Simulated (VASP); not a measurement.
Crystal: MgGeSe3.

```xyz
10
Lattice="3.3186 1.9160 5.4193 -3.3186 1.9160 5.4193 0.0000 -3.8320 5.4193" Properties=species:S:1:pos:R:3 pbc="T T T"
Mg    0.0000    0.0000   12.1934
Mg    0.0000    0.0000    4.0645
Ge    0.0000    0.0000    8.1289
Ge    0.0000    0.0000    0.0000
Se    1.8088   -0.6991    9.4838
Se   -0.2990    1.9160    9.4838
Se   -1.5098   -1.2169    9.4838
Se   -1.8088    0.6991    6.7741
Se    0.2990   -1.9160    6.7741
Se    1.5098    1.2169    6.7741
```

| Item | Value |
| --- | --- |
| Program | VASP 6.6.1 |
| Task | relaxation of cell and atoms |
| Functional | PBE |
| Potentials or basis | VASP PAW PBE potentials, release 64 (Mg, Ge_d, Se) |
| Cutoff | 600 eV |
| k mesh | 4 × 4 × 4 |
| Occupations | gaussian, width 0.1 eV |
| Spin | no spin polarisation |

At the start: pressure 13.5 GPa; volume 20.68 Å³/atom.

**Question.** How do energy, volume and symmetry change on relaxing?

**Answer.** Over 15 steps the energy falls by 454.9 meV/atom and the volume is 23.37 Å³/atom (+13.0 %); space group R-3c (No. 167, to 0.05 Å).

The path:
| step | energy change (eV) | largest force (eV/Å) | pressure (GPa) | volume (Å³) |
| --- | --- | --- | --- | --- |
| 1 | 0.0000 | 1.4099 | 13.48 | 206.75 |
| 2 | -1.6727 | 0.9799 | -3.37 | 263.28 |
| 3 | -1.7694 | 1.0663 | -1.12 | 250.04 |
| 4 | -2.1469 | 1.1265 | -1.18 | 248.59 |
| 5 | -3.2936 | 1.0830 | -1.29 | 244.20 |
| 6 | -4.1589 | 0.4729 | 1.62 | 235.19 |
| 7 | -4.2452 | 0.4432 | -0.32 | 238.67 |
| 8 | -4.3024 | 0.1838 | 0.18 | 237.47 |
| 9 | -4.4994 | 0.0597 | -0.52 | 238.45 |
| 10 | -4.5156 | 0.1361 | -0.63 | 238.63 |
| 11 | -4.5164 | 0.1522 | -0.67 | 238.67 |
| 12 | -4.5360 | 0.0754 | 0.98 | 229.97 |
| 13 | -4.5418 | 0.1021 | 0.44 | 232.70 |
| 14 | -4.5450 | 0.0526 | -0.28 | 234.45 |
| 15 | -4.5491 | 0.0115 | 0.00 | 233.69 |

Final structure:
```
CELL_PARAMETERS angstrom
3.48980 2.01484 5.53927
-3.48980 2.01484 5.53927
0.00000 -4.02967 5.53927
ATOMIC_POSITIONS crystal
Mg 0.75000 0.75000 0.75000
Mg 0.25000 0.25000 0.25000
Ge 0.50000 0.50000 0.50000
Ge 0.00000 0.00000 0.00000
Se 0.87813 0.25000 0.62187
Se 0.62187 0.87813 0.25000
Se 0.25000 0.62187 0.87813
Se 0.12187 0.75000 0.37813
Se 0.37813 0.12187 0.75000
Se 0.75000 0.37813 0.12187
```
